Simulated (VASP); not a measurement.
# ScS4 (Cmmm) in VASP: notebook

ScS4 is run at these levels: PBE; tasks: single point, relaxation of cell and atoms.

Everything below comes from runs of VASP 6.6.1. Logs are shortened: lines on timing, memory, paths and dates and some standing lists are left out, and cuts for length are marked.

## Step 1: The cell of the first run

It takes space group Cmmm (No. 65, orthorhombic). Conventional cell: a = 6.866 Å, b = 7.958 Å, c = 3.602 Å, α = 90.00°, β = 90.00°, γ = 90.00°. Sc (site symmetry mmm) has 6 S at 2.53 to 2.59 Å within 3.3 Å. S (site symmetry 2mm) has 2 Sc at 2.59 Å and 5 S at 2.80 to 3.15 Å within 3.4 Å. S (site symmetry m2m) has 1 Sc at 2.53 Å and 5 S at 2.80 to 2.89 Å within 3.3 Å.

The cell was generated, and may not be a known phase.

## Step 2: Single point, PBE

Input file INCAR:

```
PREC     = Accurate       # precision mode
ENCUT    = 520            # plane-wave cutoff, eV
EDIFF    = 1E-7           # SCF threshold, eV
ISMEAR   = 0              # smearing method
SIGMA    = 0.1            # smearing width, eV
LREAL    = False          # projectors in reciprocal space
LASPH    = True           # aspherical terms in the spheres
NELM     = 60             # most SCF steps
ALGO     = Normal         # electronic algorithm
ISIF     = 2              # what is computed and relaxed
LWAVE    = False          # write WAVECAR
LCHARG   = False          # write CHGCAR
GGA      = PE             # functional
NBANDS   = 26             # bands
```

Input file KPOINTS:

```
regular mesh
0
Gamma
  4 4 6
```

Input file POSCAR:

```
ScS4
1.0
    3.9788640501     -3.4328134382      0.0000000000
    3.9788640501      3.4328134382      0.0000000000
    0.0000000000      0.0000000000      3.6016861968
Sc S
1 4
Direct
    0.0000000000      0.0000000000      0.0000000000
    0.7297117017      0.2702882983      0.5000000000
    0.2702882983      0.7297117017      0.5000000000
    0.3181349401      0.3181349401      0.0000000000
    0.6818650599      0.6818650599      0.0000000000
```

Potentials or basis: VASP PAW PBE potentials, release 64 (Sc_sv, S).

Started as:

```bash
$ cat potpaw_PBE.64/Sc_sv/POTCAR potpaw_PBE.64/S/POTCAR > POTCAR
$ mpirun -np 1 vasp_std > vasp.out
```

OUTCAR:

```text
PREC = Accurate
   ENCUT = 520
   EDIFF = 1E-7
   ISMEAR = 0
   LREAL = False
   LASPH = True
   NELM = 60
   ISIF = 2
   GGA = PE

 ion  position               nearest neighbor table
   1  0.000  0.000  0.000-   4 2.53   5 2.53   2 2.59   3 2.59   2 2.59   3 2.59
   2  0.730  0.270  0.500-   1 2.59   1 2.59
   3  0.270  0.730  0.500-   1 2.59   1 2.59
   4  0.318  0.318  0.000-   1 2.53
   5  0.682  0.682  0.000-   1 2.53

  LATTYP: Found a base centered orthorhombic cell.
 ALAT       =     6.8656268764
 B/A-ratio  =     1.1590679545
 C/A-ratio  =     0.5245968448

  Lattice vectors:

 A1 = (  -3.9788640501,  -3.4328134382,   0.0000000000)
 A2 = (   3.9788640501,  -3.4328134382,   0.0000000000)
 A3 = (   0.0000000000,   0.0000000000,   3.6016861968)

Analysis of symmetry for initial positions (statically):
=====================================================================
 Subroutine PRICEL returns:
 Original cell was already a primitive cell.

 Routine SETGRP: Setting up the symmetry group for a
 base centered orthorhombic supercell.

 Subroutine GETGRP returns: Found  8 space group operations
 (whereof  8 operations were pure point group operations)
 out of a pool of  8 trial point group operations.

The static configuration has the point symmetry D_2h.

Analysis of symmetry for dynamics (positions and initial velocities):
=====================================================================
 Subroutine PRICEL returns:
 Original cell was already a primitive cell.

 Routine SETGRP: Setting up the symmetry group for a
 base centered orthorhombic supercell.

 Subroutine GETGRP returns: Found  8 space group operations
 (whereof  8 operations were pure point group operations)
 out of a pool of  8 trial point group operations.

The dynamic configuration has the point symmetry D_2h.

 Subroutine INISYM returns: Found  8 space group operations
 (whereof  8 operations are pure point group operations),
 and found     1 'primitive' translations

----------------------------------------------------------------------------------------

                                     Primitive cell

  volume of cell :      98.3887

  direct lattice vectors                    reciprocal lattice vectors
     3.978864050 -3.432813438  0.000000000     0.125664007 -0.145653124  0.000000000
     3.978864050  3.432813438  0.000000000     0.125664007  0.145653124  0.000000000
[... 87 lines left out ...]
   LSORBIT =      F    spin-orbit coupling
   LASPH  =      T    aspherical Exc in radial PAW
   ENCUT  =  520.0 eV  38.22 Ry    6.18 a.u.   9.77  9.77  6.70*2*pi/ulx,y,z
   NELM   =     60;   NELMIN=  2; NELMDL= -5     # of ELM steps
   EDIFF  = 0.1E-06   stopping-criterion for ELM
   LREAL  =      F    real-space projection
   EDIFFG = 0.1E-05   stopping-criterion for IOM
   NSW    =      0    number of steps for IOM
   IBRION =     -1    ionic relax: 0-MD 1-quasi-New 2-CG
   NFREE  =      0    steps in history (QN), initial steepest desc. (CG)
   ISIF   =      2    stress and relaxation
   ISYM   =      2    0-nonsym 1-usesym 2-fastsym
   POTIM  = 0.5000    time-step for ionic-motion
   TEBEG  =    0.0;   TEEND  =   0.0 temperature during run
   PSTRESS=    0.0 pullay stress
   NELECT =      35.0000    total number of electrons
   NUPDOWN=      -1.0000    fix difference up-down
   EMIN   =  10.00;   EMAX   =-10.00  energy-range for DOS
   EFERMI =   0.00;   METHOD = LEGACY
   ISMEAR =     0;   SIGMA  =   0.10  broadening in eV -4-tet -1-fermi 0-gaus
   EFERMI_NEDOS =   21; number of points for ismear=-14 and -15
   IALGO  =     38    algorithm
   IMIX   =      4    mixing-type and parameters
     AMIX     =   0.40;   BMIX     =  1.00
     AMIX_MAG =   1.60;   BMIX_MAG =  1.00
  volume/ion in A,a.u.               =      19.68       132.79
  Fermi-wavevector in a.u.,A,eV,Ry     =   1.159976  2.192037 18.307252  1.345545
  Thomas-Fermi vector in A             =   2.296563
   LORBIT       =      0    0 simple, 1 ext, 2 COOP (PROOUT), +10 PAW based schemes
   GGA     = PE    functional components
   LHFCALC =     F    Hartree Fock is set to
   AEXX    =    0.0000 exact exchange contribution
   IVDW    =     0    specifies the selected vdW correction
   LEPSILON=     F    determine dielectric tensor
   LRPA    =     F    only Hartree local field effects (RPA)
 non-spin polarized calculation
 Gauss-broadening in eV      SIGMA  =   0.10
  energy-cutoff  :      520.00
  volume of cell :       98.39
 maximum number of plane-waves:      2682
   NGX = 19   NGY = 19   NGZ = 13

 number of electron      34.9999992 magnetization

 Free energy of the ion-electron system (eV)
  ---------------------------------------------------
  ext. energy  EPLUGINS =         0.00000000
  ---------------------------------------------------
  free energy    TOTEN  =       -22.70036340 eV

  energy without entropy =      -22.67871738  energy(sigma->0) =      -22.68954039

 E-fermi :   4.5508     XC(G=0): -10.0663

 val. band max:        4.5507037556   @ k =   0.5000   0.2500   0.1667
 cond. band min:       4.5549916757   @ k =  -0.2500   0.2500   0.5000
 fundamental gap:      0.0042879201
 Fermi energy:         4.5507980522

 k-point     1 :       0.0000    0.0000    0.0000
  band No.  band energies     occupation
      1     -44.3946      2.00000
      2     -23.0949      2.00000
      3     -23.0166      2.00000
      4     -23.0134      2.00000
      5      -9.8970      2.00000
      6      -7.4264      2.00000
[... 685 lines left out ...]
     25       9.7186      0.00000
     26      12.0254      0.00000

 [... further k-points ...]
[... 5 lines left out ...]
  --------------------------------------------------------------------------------------
  -------------------------------------------------------------------------------------
  Total       -0.0856479     -0.0399446      0.0103665      0.0000000      0.0000000      0.0000000
  in kB       -1.3947043     -0.6504648      0.1688101      0.0000000      0.0000000      0.0000000
  external PRESSURE =      -0.6254530 kB  Pullay stress =       0.0000000 kB

 VOLUME and BASIS-vectors are now :
 -----------------------------------------------------------------------------
  energy-cutoff  :      520.00
  volume of cell :       98.39
      direct lattice vectors                 reciprocal lattice vectors
     3.978864050 -3.432813438  0.000000000     0.125664007 -0.145653124  0.000000000
     3.978864050  3.432813438  0.000000000     0.125664007  0.145653124  0.000000000
     0.000000000  0.000000000  3.601686197     0.000000000  0.000000000  0.277647731

 POSITION                                       TOTAL-FORCE (eV/Angst)
 -----------------------------------------------------------------------------------
      0.00000      0.00000      0.00000         0.000000     -0.000000      0.000000
      3.97886     -1.57711      1.80084         0.000000      0.018492     -0.000000
      3.97886      1.57711      1.80084         0.000000     -0.018492      0.000000
      2.53163      0.00000      0.00000         0.007783     -0.000000      0.000000
      5.42610      0.00000      0.00000        -0.007783     -0.000000     -0.000000
 -----------------------------------------------------------------------------------
    total drift:                               -0.000000      0.000000     -0.000000

  FREE ENERGIE OF THE ION-ELECTRON SYSTEM (eV)
  ---------------------------------------------------
  free  energy   TOTEN  =       -22.7003634037 eV

  energy  without entropy=      -22.6787173826  energy(sigma->0) =      -22.68954039
```

OSZICAR:

```text
N       E                     dE             d eps       ncg     rms          rms(c)
DAV:   1     0.309026607560E+03    0.30903E+03   -0.14478E+04  1464   0.124E+03
DAV:   2     0.125398988271E+02   -0.29649E+03   -0.28620E+03  1480   0.351E+02
DAV:   3    -0.221622952163E+02   -0.34702E+02   -0.33108E+02  2100   0.105E+02
DAV:   4    -0.239380991461E+02   -0.17758E+01   -0.17439E+01  2072   0.266E+01
DAV:   5    -0.239712234698E+02   -0.33124E-01   -0.33079E-01  2088   0.371E+00    0.134E+01
DAV:   6    -0.227890615138E+02    0.11822E+01   -0.29093E+00  2070   0.185E+01    0.719E+00
DAV:   7    -0.227075479043E+02    0.81514E-01   -0.27880E-01  1952   0.349E+00    0.357E+00
DAV:   8    -0.227030191411E+02    0.45288E-02   -0.15129E-01  2162   0.300E+00    0.674E-01
DAV:   9    -0.227003443323E+02    0.26748E-02   -0.19283E-02  2028   0.140E+00    0.435E-01
DAV:  10    -0.227006337848E+02   -0.28945E-03   -0.26744E-03  2096   0.540E-01    0.197E-01
DAV:  11    -0.227003703838E+02    0.26340E-03   -0.78087E-04  2084   0.279E-01    0.594E-02
DAV:  12    -0.227003570361E+02    0.13348E-04   -0.14747E-04  2360   0.956E-02    0.163E-02
DAV:  13    -0.227003617951E+02   -0.47590E-05   -0.81029E-06  2248   0.227E-02    0.123E-02
DAV:  14    -0.227003636016E+02   -0.18065E-05   -0.27016E-06  2036   0.134E-02    0.302E-03
DAV:  15    -0.227003635012E+02    0.10039E-06   -0.49515E-07  1562   0.420E-03    0.127E-03
DAV:  16    -0.227003633972E+02    0.10397E-06   -0.54611E-08   882   0.208E-03    0.643E-04
DAV:  17    -0.227003634037E+02   -0.64751E-08   -0.13952E-08   866   0.135E-03
   1 F= -.22700363E+02 E0= -.22689540E+02  d E =-.216460E-01
```

stdout:

```text
POSCAR found type information on POSCAR ScS
 POSCAR found :  2 types and       5 ions
 scaLAPACK will be used
 LDA part: xc-table for (Slater+PW92), standard interpolation
 POSCAR, INCAR and KPOINTS ok, starting setup
 FFT: planning ... GRIDC
 FFT: planning ... GRID_SOFT
 FFT: planning ... GRID
 WAVECAR not read
 entering main loop
```

It took 95 s on 1 thread of AMD EPYC 9755, shared host; peak memory 0.19 GiB.

Results:

```yaml
Free_energy: -22.7004 eV
Pressure: -0.1 GPa
Largest_force: 0.018 eV/Å
Band_gap_on_the_k_mesh: zero (an odd number of electrons rules out a gap without spin polarisation)
```

Forces on the atoms (eV/Å):
```
Sc   0.000  0.000  0.000
S    0.000  0.018  0.000
S    0.000 -0.018  0.000
S    0.008  0.000  0.000
S   -0.008  0.000  0.000
```

Stress tensor (GPa, compression positive):
```
-0.14  0.00  0.00
 0.00 -0.07  0.00
 0.00  0.00  0.02
```

Caveat: an odd number of electrons without spin polarisation forces a metal; a magnetic or distorted state may lie lower.

## Step 3: Single point, PBE

This run uses another cell than the first one, of 20.44 Å³/atom.

Input file INCAR:

```
SYSTEM = ScS4
PREC = Accurate
ENCUT = 520
EDIFF = 1E-6
ISMEAR = 0
SIGMA = 0.1
LREAL = .FALSE.
LASPH = .TRUE.
NELM = 60
ALGO = Normal
ISIF = 2
LWAVE = .FALSE.
LCHARG = .FALSE.
GGA = PE
NBANDS = 26
```

Input file KPOINTS:

```
Automatic mesh
0
G
  4 4 6
  0 0 0
```

Input file POSCAR:

```
ScS4
1.0
    3.7841652100     -3.9736361100      0.0000000000
    3.7841652100      3.9736361100      0.0000000000
    0.0000000000      0.0000000000      3.3980648500
Sc S
1 4
Direct
    0.0000000000      0.0000000000      0.0000000000
    0.8105999900      0.1894000100      0.5000000000
    0.1894000100      0.8105999900      0.5000000000
    0.2852000000      0.2852000000      0.0000000000
    0.7148000000      0.7148000000      0.0000000000
```

Potentials or basis: VASP PAW PBE potentials, release 64 (Sc_sv, S).

Started as:

```bash
$ cat potpaw_PBE.64/Sc_sv/POTCAR potpaw_PBE.64/S/POTCAR > POTCAR
$ mpirun -np 1 vasp_std > vasp.out
```

Wall time 1.7 min (1 thread of AMD EPYC 9755, shared host); peak memory 0.2 GiB.

The run converged. Its results:

```
Free energy            : -19.7451 eV
Pressure               : 19.7 GPa
Largest force          : 3.744 eV/Å
Band gap on the k mesh : zero (an odd number of electrons rules out a gap without spin polarisation)
```

Forces in eV/Å, atoms in the order of the input:
```
Sc   0.000  0.000  0.000
S    0.000  3.533  0.000
S    0.000 -3.533  0.000
S    3.744  0.000  0.000
S   -3.744  0.000  0.000
```

Stress tensor (GPa, compression positive):
```
23.07  0.00  0.00
 0.00 13.51  0.00
 0.00  0.00 22.62
```

Levels at points of the mesh, in eV from the Fermi level:
```csv
k point,band 15,band 16,band 17,band 18,band 19,band 20
"(0.00, 0.00, 0.00)",-0.97,-0.21,1.12,1.20,1.30,1.42
"(0.50, 0.00, 0.00)",-0.65,-0.60,-0.40,0.59,0.94,0.98
"(0.50, 0.50, 0.00)",-0.36,-0.31,-0.09,0.01,0.40,0.47
"(0.00, 0.00, 0.50)",-2.08,-1.73,-1.38,-0.60,-0.32,0.23
"(0.50, 0.00, 0.50)",-1.57,-1.30,-1.25,-0.41,0.08,0.19
"(0.50, 0.50, 0.50)",-0.91,-0.46,-0.21,0.40,0.52,0.66
```

Caveat: the stress differs along the axes, from 14 to 23 GPa; an odd number of electrons without spin polarisation forces a metal; a magnetic or distorted state may lie lower.

(Part 1 of 2 ends here.)
